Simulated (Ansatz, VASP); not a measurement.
## One calculation of Si, two programs

```
Si
1.0
    -2.22058    2.33649    1.25777
     2.22058   -2.33649    1.25777
     2.22058    2.33649   -1.25777
Si
2
Direct
  0.80700 0.55700 0.25000
  0.19300 0.44300 0.75000
```

Change from the starting cell: volume scaled by 0.96.

Alike in both runs: task single point; functional PBE; k mesh 16 × 16 × 16; occupations fermi-dirac, width 0.05 eV; no spin polarisation.

|  | VASP | Ansatz |
| --- | --- | --- |
| version | VASP 6.6.1 | Ansatz 0.2.0 |
| potentials or method | VASP PAW PBE potentials, release 64 (Si), cutoff 520 eV | all-electron LAPW, scalar-relativistic |

Ansatz gave:

```
pressure (GPa)                                                : 23.4
traceless stress, the component that is largest in VASP (GPa) : 2.50
rms of the force components (eV/Å)                            : 0.026
```

Question: Which values does VASP return?

Answer: Pressure (GPa): 23.3; traceless stress, the component that is largest in VASP (GPa): 2.52; rms of the force components (eV/Å): 0.024.

Atom by atom the forces differ by 0.002 eV/Å (rms over components). Ansatz ran all-electron here, and VASP with PAW potentials.
